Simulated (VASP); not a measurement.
**Na3F4: single point with PBE**

The system is Na3F4.

```
Na F
1.0
    -2.82667    2.82667    2.82667
     2.82667   -2.82667    2.82667
     2.82667    2.82667   -2.82667
Na F
3 4
Direct
  0.00000 0.50000 0.50000
  0.50000 0.00000 0.50000
  0.50000 0.50000 0.00000
  0.50000 0.50000 0.50000
  0.00000 0.00000 0.50000
  0.00000 0.50000 0.00000
  0.50000 0.00000 0.00000
```

```yaml
Program: VASP 6.6.1
Task: single point
Functional: PBE
Potentials_or_basis: VASP PAW PBE potentials, release 64 (Na_pv, F)
Cutoff: 520 eV
k_mesh: 4 × 4 × 4
Occupations: gaussian, width 0.1 eV
Spin: collinear spin, ferromagnetic start
Starting_moments: "[0.0, 0.0, 0.0, 1.0, 1.0, 1.0, 1.0] μB"
```

```json
{
 "Pressure": "-0.2 GPa",
 "Band gap on the k mesh": "zero (filled and empty bands overlap)",
 "Net moment": "1.00 μB per cell",
 "Site moments": "Na -0.00; F +0.23 μB",
 "Valence electrons inside the program's atomic spheres": "Na 6.02; F 6.02"
}
```

Levels at points of the mesh, in eV from the Fermi level:
Spin up:
| k point | band 23 | band 24 | band 25 | band 26 | band 27 | band 28 |
| --- | --- | --- | --- | --- | --- | --- |
| (0.00, 0.00, 0.00) | -0.37 | -0.28 | -0.28 | 6.57 | 12.07 | 12.68 |
| (0.50, 0.00, 0.00) | -1.09 | -0.47 | -0.46 | 9.51 | 9.57 | 12.53 |
| (0.50, 0.50, 0.50) | -0.46 | -0.46 | -0.46 | 11.38 | 11.38 | 11.38 |
Spin down:
```csv
k point,band 20,band 21,band 22,band 23,band 24,band 25,band 26,band 27,band 28,band 29
"(0.00, 0.00, 0.00)",-0.14,-0.14,-0.14,0.00,0.00,0.39,6.64,12.16,12.68,12.68
"(0.50, 0.00, 0.00)",-0.86,-0.73,-0.69,-0.61,0.01,0.05,9.59,9.72,12.65,12.92
"(0.50, 0.50, 0.50)",-0.19,-0.19,-0.19,0.13,0.13,0.13,11.44,11.44,11.44,12.01
```

It took 77 s on 1 thread of Oxide Virtual Turin-like Processor, on a shared host, peak memory 0.21 GiB.

Caveat: the k points lie up to 0.39 Å⁻¹ apart.
